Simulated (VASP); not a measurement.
Input of a VASP 6.6.1 run:

File INCAR:

```
SYSTEM = Cd
  ALGO = Fast
  EDIFF = 1E-6
  ENCUT = 520
  GGA = PS
  ISIF = 2
  ISMEAR = 0
  LASPH = .TRUE.
  LCHARG = .FALSE.
  LREAL = .FALSE.
  LWAVE = .FALSE.
  NBANDS = 12
  NELM = 60
  PREC = Accurate
  SIGMA = 0.15
```

The input KPOINTS:

```
k-points
0
G
  20 20 20
  0 0 0
```

The input POSCAR:

```
Cd
1.0
    0.0000000000      2.0324026154      2.6421234001
    2.0324026154      0.0000000000      2.6421234001
    2.0324026154      2.0324026154      0.0000000000
Cd
1
Direct
    0.0000000000      0.0000000000      0.0000000000
```

Potentials or basis: VASP PAW PBE potentials, release 64 (Cd).

The run is started by

```bash
$ cat potpaw_PBE.64/Cd/POTCAR > POTCAR
$ mpirun -np 1 vasp_std > vasp.out
```

Task: What does it give for the band gap on the k mesh?

Result: Zero (bands 6 and 7 overlap by 4.36 eV).

Task: Predict the pressure.

Result: 1.3 GPa.

Stress tensor (GPa, compression positive):
```
 3.18  0.00  0.00
 0.00  3.18  0.00
 0.00  0.00 -2.56
```

Caveat: the PAW data sets were made with another functional, which shifts forces and pressure a little.
